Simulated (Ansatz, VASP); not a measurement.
## One calculation of SnBiO2, two programs

```
Sn Bi O
1.0
     3.90845    0.00000    0.00000
     0.00000    3.90845    0.00000
     0.00000    0.00000    5.58178
Sn Bi O
1 1 2
Direct
  0.50000 0.50000 0.50000
  0.00000 0.00000 0.00000
  0.00000 0.50000 0.23990
  0.50000 0.00000 0.76010
```

Change from the starting cell: species swapped into the InAgTe2 type (P-4m2, No. 115).

Alike in both runs: functional PBE; k mesh 4 × 4 × 4; occupations gaussian, width 0.1 eV; no spin polarisation.

Ansatz relaxed the structure, and its values are those at the end. VASP's run is a single point on that final structure, the one shown.

```csv
,VASP,Ansatz
version,VASP 6.6.1,Ansatz 0.2.0
potentials or method,"VASP PAW PBE potentials, release 64 (Sn_d, Bi_d, O), cutoff 520 eV","scalar-relativistic, plane waves, PAW"
valence electrons in the cell,41,41
```

```csv
,VASP,Ansatz,Ansatz less VASP
gap on the k mesh at the Fermi level (eV),none,none,-
pressure (GPa),-0.2,-0.2,0.00
rms of the force components (eV/Å),0.000,0.003,+0.0028
```

A gap of «none» marks a metal or a gap that the smearing closes. The functional is the same, so the differences come from potentials, cutoffs and numerics.

The k mesh is coarse, so the values compare programs but aren't converged. Neither program's run includes spin-orbit coupling.
